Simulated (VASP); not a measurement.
Write the native input for VASP 6.6.1 that does the following.

```
Task                   : single point
Functional             : PBE
Potentials or basis    : VASP PAW PBE potentials, release 64 (Ge_d, N_h)
Cutoff                 : 1000 eV
k mesh                 : 7 × 7 × 1
Occupations            : gaussian, width 0.1 eV
Spin                   : no spin polarisation
Dipole correction      : yes
Further INCAR settings : ALGO = Normal; EDIFF = 1e-06; NBANDS = 38; NELMDL = -8
```

The structure of Ge4N lies in POSCAR:

```
Ge4N
1.0
    4.0740542166      0.0000000000      0.0000000000
    0.0000000000      4.0740542166      0.0000000000
    0.0000000000      0.0000000000     19.8557568530
Ge N
4 1
Direct
    0.0000000000      0.5000000000      0.2014529101
    0.0000000000      0.0000000000      0.2739958855
    0.5000000000      0.0000000000      0.3493666166
    0.5000000000      0.5000000000      0.4208228835
    0.5000000000      0.5000000000      0.5067822815
```

The input as run:

INCAR

```
SYSTEM = Ge4N
PREC = Accurate
ENCUT = 1000
EDIFF = 1E-6
ISMEAR = 0
SIGMA = 0.1
LREAL = .False.
LASPH = .True.
NELM = 120
ALGO = Normal
ISIF = 2
LWAVE = .False.
LCHARG = .False.
LDIPOL = .True.
IDIPOL = 3
DIPOL = 0.5 0.5 0.350
GGA = PE
NBANDS = 38
GGA_COMPAT = .False.
NELMDL = -8
```

KPOINTS

```
regular mesh
0
Gamma
  7 7 1
  0 0 0
```

Potentials or basis: VASP PAW PBE potentials, release 64 (Ge_d, N_h).

Command:

```sh
$ cat potpaw_PBE.64/Ge_d/POTCAR potpaw_PBE.64/N_h/POTCAR > POTCAR
$ mpirun -np 1 vasp_std > vasp.out
```

Results of the run:

```json
{
  "Largest force": "0.619 eV/Å",
  "Band gap on the k mesh": "zero (an odd number of electrons rules out a gap without spin polarisation)"
}
```

Caveat: an odd number of electrons without spin polarisation forces a metal; a magnetic or distorted state may lie lower.

Wall time 20 min on 1 thread of Intel(R) Xeon(R) Platinum 8175M CPU @ 2.50GHz (Skylake/Cascade Lake) (shared host), peak memory 0.98 GiB.
